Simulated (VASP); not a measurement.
# In3Se (Pm-3m) in VASP: a series of runs, part 2 of 2

VASP 6.6.1.

### 3 Single point, PBEsol+D3(BJ)

INCAR

```
SYSTEM = In3Se
PREC = Accurate
ENCUT = 520
EDIFF = 1E-6
ISMEAR = 0
SIGMA = 0.15
LREAL = .FALSE.
LASPH = .TRUE.
NELM = 60
ALGO = Normal
ISIF = 2
LWAVE = .FALSE.
LCHARG = .FALSE.
GGA = PS
IVDW = 12
NBANDS = 30
```

KPOINTS

```
regular mesh
0
G
  10 10 10
  0 0 0
```

POSCAR

```
In3Se
1.0
    4.5878535042      0.0000000000      0.0000000000
    0.0000000000      4.5878535042      0.0000000000
    0.0000000000      0.0000000000      4.5878535042
In Se
3 1
Direct
    0.0000000000      0.5000000000      0.5000000000
    0.5000000000      0.0000000000      0.5000000000
    0.5000000000      0.5000000000      0.0000000000
    0.0000000000      0.0000000000      0.0000000000
```

Potentials or basis: VASP PAW PBE potentials, release 64 (In_d, Se).

Command:

```bash
cat potpaw_PBE.64/In_d/POTCAR potpaw_PBE.64/Se/POTCAR > POTCAR
mpirun -np 1 vasp_std > vasp.out
```

OUTCAR:

```text
SYSTEM = In3Se
   PREC = Accurate
   ENCUT = 520
   EDIFF = 1E-6
   ISMEAR = 0
   LREAL = .FALSE.
   LASPH = .TRUE.
   NELM = 60
   ISIF = 2
   GGA = PS
   IVDW = 12
 IVDW          = 12

 ion  position               nearest neighbor table
   1  0.000  0.500  0.500-   2 3.24   3 3.24   4 3.24   3 3.24   4 3.24   2 3.24   4 3.24   4 3.24
                             2 3.24   3 3.24   3 3.24   2 3.24
   2  0.500  0.000  0.500-   1 3.24   3 3.24   4 3.24   3 3.24   4 3.24   1 3.24   3 3.24   3 3.24
                             1 3.24   4 3.24   4 3.24   1 3.24
   3  0.500  0.500  0.000-   1 3.24   2 3.24   4 3.24   1 3.24   2 3.24   2 3.24   4 3.24   2 3.24
                             1 3.24   4 3.24   1 3.24   4 3.24
   4  0.000  0.000  0.000-   1 3.24   2 3.24   3 3.24   1 3.24   2 3.24   1 3.24   3 3.24   1 3.24
                             2 3.24   3 3.24   2 3.24   3 3.24

  LATTYP: Found a simple cubic cell.
 ALAT       =     4.5878535042

  Lattice vectors:

 A1 = (   4.5878535042,   0.0000000000,   0.0000000000)
 A2 = (   0.0000000000,   4.5878535042,   0.0000000000)
 A3 = (   0.0000000000,   0.0000000000,   4.5878535042)

Analysis of symmetry for initial positions (statically):
=====================================================================
 Subroutine PRICEL returns:
 Original cell was already a primitive cell.

 Routine SETGRP: Setting up the symmetry group for a
 simple cubic supercell.

 Subroutine GETGRP returns: Found 48 space group operations
 (whereof 48 operations were pure point group operations)
 out of a pool of 48 trial point group operations.

The static configuration has the point symmetry O_h .

Analysis of symmetry for dynamics (positions and initial velocities):
=====================================================================
 Subroutine PRICEL returns:
 Original cell was already a primitive cell.

 Routine SETGRP: Setting up the symmetry group for a
 simple cubic supercell.

 Subroutine GETGRP returns: Found 48 space group operations
 (whereof 48 operations were pure point group operations)
 out of a pool of 48 trial point group operations.

The dynamic configuration has the point symmetry O_h .

 Subroutine INISYM returns: Found 48 space group operations
 (whereof 48 operations are pure point group operations),
 and found     1 'primitive' translations

----------------------------------------------------------------------------------------

                                     Primitive cell

  volume of cell :      96.5670

  direct lattice vectors                    reciprocal lattice vectors
     4.587853504  0.000000000  0.000000000     0.217966855  0.000000000  0.000000000
     0.000000000  4.587853504  0.000000000     0.000000000  0.217966855  0.000000000
     0.000000000  0.000000000  4.587853504     0.000000000  0.000000000  0.217966855

  length of vectors
     4.587853504  4.587853504  4.587853504     0.217966855  0.217966855  0.217966855

  position of ions in fractional coordinates (direct lattice)
     0.000000000  0.500000000  0.500000000
     0.500000000  0.000000000  0.500000000
     0.500000000  0.500000000  0.000000000
     0.000000000  0.000000000  0.000000000

  ion indices of the primitive-cell ions
   primitive index   ion index
                 1           1
[... 29 lines left out ...]

 Following reciprocal coordinates:
            Coordinates               Weight
  0.000000  0.000000  0.000000      1.000000
  0.100000  0.000000  0.000000      6.000000
  0.200000  0.000000  0.000000      6.000000
  0.300000  0.000000  0.000000      6.000000
  0.400000  0.000000  0.000000      6.000000
  0.500000  0.000000  0.000000      3.000000
[... 16 lines left out ...]
  0.200000  0.100000  0.100000     24.000000
  0.300000  0.100000  0.100000     24.000000
 [... further k-points ...]
   k-points           NKPTS =     56   k-points in BZ     NKDIM =     56   number of bands    NBANDS=     30
   number of dos      NEDOS =    301   number of ions     NIONS =      4
   total plane-waves  NPLWV =  46656
   dimension x,y,z NGX =    36 NGY =   36 NGZ =   36
   dimension x,y,z NGXF=    72 NGYF=   72 NGZF=   72
   ions per type =               3   1
   NGX,Y,Z   is equivalent  to a cutoff of  13.04, 13.04, 13.04 a.u.
   NGXF,Y,Z  is equivalent  to a cutoff of  26.09, 26.09, 26.09 a.u.
 SYSTEM =  In3Se
   PREC   = accura    normal or accurate (medium, high low for compatibility)
   ISTART =      0    job   : 0-new  1-cont  2-samecut
   ICHARG =      2    charge: 1-file 2-atom 10-const
   ISPIN  =      1    spin polarized calculation?
   LNONCOLLINEAR =      F non collinear calculations
   LSORBIT =      F    spin-orbit coupling
   LASPH  =      T    aspherical Exc in radial PAW
   ENCUT  =  520.0 eV  38.22 Ry    6.18 a.u.   8.53  8.53  8.53*2*pi/ulx,y,z
   NELM   =     60;   NELMIN=  2; NELMDL= -5     # of ELM steps
   EDIFF  = 0.1E-05   stopping-criterion for ELM
   LREAL  =      F    real-space projection
   EDIFFG = 0.1E-04   stopping-criterion for IOM
   NSW    =      0    number of steps for IOM
   IBRION =     -1    ionic relax: 0-MD 1-quasi-New 2-CG
   NFREE  =      0    steps in history (QN), initial steepest desc. (CG)
   ISIF   =      2    stress and relaxation
   ISYM   =      2    0-nonsym 1-usesym 2-fastsym
   POTIM  = 0.5000    time-step for ionic-motion
   TEBEG  =    0.0;   TEEND  =   0.0 temperature during run
   PSTRESS=    0.0 pullay stress
   NELECT =      45.0000    total number of electrons
   NUPDOWN=      -1.0000    fix difference up-down
   EMIN   =  10.00;   EMAX   =-10.00  energy-range for DOS
   EFERMI =   0.00;   METHOD = LEGACY
   ISMEAR =     0;   SIGMA  =   0.15  broadening in eV -4-tet -1-fermi 0-gaus
   EFERMI_NEDOS =   21; number of points for ismear=-14 and -15
   IALGO  =     38    algorithm
   IMIX   =      4    mixing-type and parameters
     AMIX     =   0.40;   BMIX     =  1.00
     AMIX_MAG =   1.60;   BMIX_MAG =  1.00
  volume/ion in A,a.u.               =      24.14       162.92
  Fermi-wavevector in a.u.,A,eV,Ry     =   1.269218  2.398474 21.917810  1.610914
  Thomas-Fermi vector in A             =   2.402271
   LORBIT       =      0    0 simple, 1 ext, 2 COOP (PROOUT), +10 PAW based schemes
   GGA     = PS    functional components
   LHFCALC =     F    Hartree Fock is set to
   AEXX    =    0.0000 exact exchange contribution
   IVDW    =    12    specifies the selected vdW correction
   LEPSILON=     F    determine dielectric tensor
   LRPA    =     F    only Hartree local field effects (RPA)
 non-spin polarized calculation
 Gauss-broadening in eV      SIGMA  =   0.15
  energy-cutoff  :      520.00
  volume of cell :       96.57
 maximum number of plane-waves:      2624
 NGX is ok and might be reduce to    36
   NGX = 17   NGY = 17   NGZ = 17

 number of electron      44.9999975 magnetization

 Free energy of the ion-electron system (eV)
  ---------------------------------------------------
  ext. energy  EPLUGINS =         0.00000000
  ---------------------------------------------------
  free energy    TOTEN  =       -13.21151798 eV

  energy without entropy =      -13.19196344  energy(sigma->0) =      -13.20174071

 E-fermi :   7.2628     XC(G=0): -10.5490

 val. band max:        7.2005960624   @ k =   0.3000   0.2000   0.1000
 cond. band min:       7.2759332622   @ k =   0.4000   0.1000   0.0000
 fundamental gap:      0.0753371998
 Fermi energy:         7.2627803325

 k-point     1 :       0.0000    0.0000    0.0000
  band No.  band energies     occupation
      1      -7.6008      2.00000
      2      -7.5436      2.00000
      3      -7.5436      2.00000
      4      -7.5436      2.00000
      5      -7.3786      2.00000
      6      -7.3786      2.00000
[... 781 lines left out ...]
     29      12.6647      0.00000
     30      14.7104      0.00000

 [... further k-points ...]

------------------------ aborting loop because EDIFF is reached ----------------------------------------

 Edisp (eV)   -1.47992

 E8    (eV) :    -1.0419

  FORCE on cell =-STRESS in cart. coord.  units (eV):
  Direction    XX          YY          ZZ          XY          YZ          ZX
  --------------------------------------------------------------------------------------
  -------------------------------------------------------------------------------------
  Total      -0.01438    -0.01438    -0.01438     0.00000     0.00000    -0.00000
  in kB      -0.23852    -0.23852    -0.23852     0.00000     0.00000    -0.00000
  external pressure =       -0.24 kB  Pullay stress =        0.00 kB

 VOLUME and BASIS-vectors are now :
 -----------------------------------------------------------------------------
  energy-cutoff  :      520.00
  volume of cell :       96.57
      direct lattice vectors                 reciprocal lattice vectors
     4.587853504  0.000000000  0.000000000     0.217966855  0.000000000  0.000000000
     0.000000000  4.587853504  0.000000000     0.000000000  0.217966855  0.000000000
     0.000000000  0.000000000  4.587853504     0.000000000  0.000000000  0.217966855

 POSITION                                       TOTAL-FORCE (eV/Angst)
 -----------------------------------------------------------------------------------
      0.00000      2.29393      2.29393         0.000000      0.000000      0.000000
      2.29393      0.00000      2.29393         0.000000      0.000000      0.000000
      2.29393      2.29393      0.00000         0.000000      0.000000      0.000000
      0.00000      0.00000      0.00000         0.000000      0.000000      0.000000
 -----------------------------------------------------------------------------------
    total drift:                                0.000000      0.000000      0.000000

  FREE ENERGIE OF THE ION-ELECTRON SYSTEM (eV)
  ---------------------------------------------------
  free  energy   TOTEN  =       -14.6914351760 eV

  energy  without entropy=      -14.6718806415  energy(sigma->0) =      -14.68165791
```

OSZICAR:

```text
N       E                     dE             d eps       ncg     rms          rms(c)
DAV:   1     0.411325191692E+03    0.41133E+03   -0.21411E+04  3360   0.196E+03
DAV:   2     0.291328561096E+02   -0.38219E+03   -0.37346E+03  3360   0.457E+02
DAV:   3    -0.116017859750E+02   -0.40735E+02   -0.39450E+02  4164   0.163E+02
DAV:   4    -0.133863364804E+02   -0.17846E+01   -0.17790E+01  3926   0.359E+01
DAV:   5    -0.134610911720E+02   -0.74755E-01   -0.74748E-01  4852   0.630E+00    0.514E+00
DAV:   6    -0.132292860477E+02    0.23181E+00   -0.63681E-01  4490   0.979E+00    0.300E+00
DAV:   7    -0.132160614337E+02    0.13225E-01   -0.12691E-01  4616   0.258E+00    0.944E-01
DAV:   8    -0.132121087461E+02    0.39527E-02   -0.10690E-02  4852   0.712E-01    0.293E-01
DAV:   9    -0.132115430078E+02    0.56574E-03   -0.22283E-03  4920   0.332E-01    0.131E-01
DAV:  10    -0.132115177246E+02    0.25283E-04   -0.26283E-04  4850   0.186E-01    0.547E-02
DAV:  11    -0.132115210917E+02   -0.33670E-05   -0.59992E-05  5150   0.489E-02    0.125E-02
DAV:  12    -0.132115180959E+02    0.29958E-05   -0.69207E-06  4524   0.332E-02    0.674E-03
DAV:  13    -0.132115179789E+02    0.11698E-06   -0.67433E-07  2412   0.419E-03
   1 F= -.14691435E+02 E0= -.14681658E+02  d E =-.195545E-01
```

stdout:

```text
POSCAR found type information on POSCAR InSe
 POSCAR found :  2 types and       4 ions
 scaLAPACK will be used
 -----------------------------------------------------------------------------
|                                                                             |
|                                                                             |
|     You enforced a specific xc type in the INCAR file but a different       |
|     I HOPE YOU KNOW WHAT YOU ARE DOING!                                     |
|                                                                             |
 -----------------------------------------------------------------------------

 LDA part: xc-table for (Slater+PW92), standard interpolation
 POSCAR, INCAR and KPOINTS ok, starting setup
 FFT: planning ... GRIDC
 FFT: planning ... GRID_SOFT
 FFT: planning ... GRID
 WAVECAR not read
 entering main loop
```

Run time: 99 s. Hardware: 1 thread of Intel Xeon Platinum 8259CL at 2.50GHz (Skylake/Cascade Lake), shared host; peak memory 0.29 GiB.

What came out:

```yaml
Free_energy: -14.6914 eV
Pressure: 0.0 GPa
Band_gap_on_the_k_mesh: zero (an odd number of electrons rules out a gap without spin polarisation)
Dispersion_energy_per_atom: -0.370 eV
```

Caveat: the PAW data sets were made with another functional, which shifts forces and pressure a little; spin-orbit coupling is left out, which moves the levels of the heavy elements.
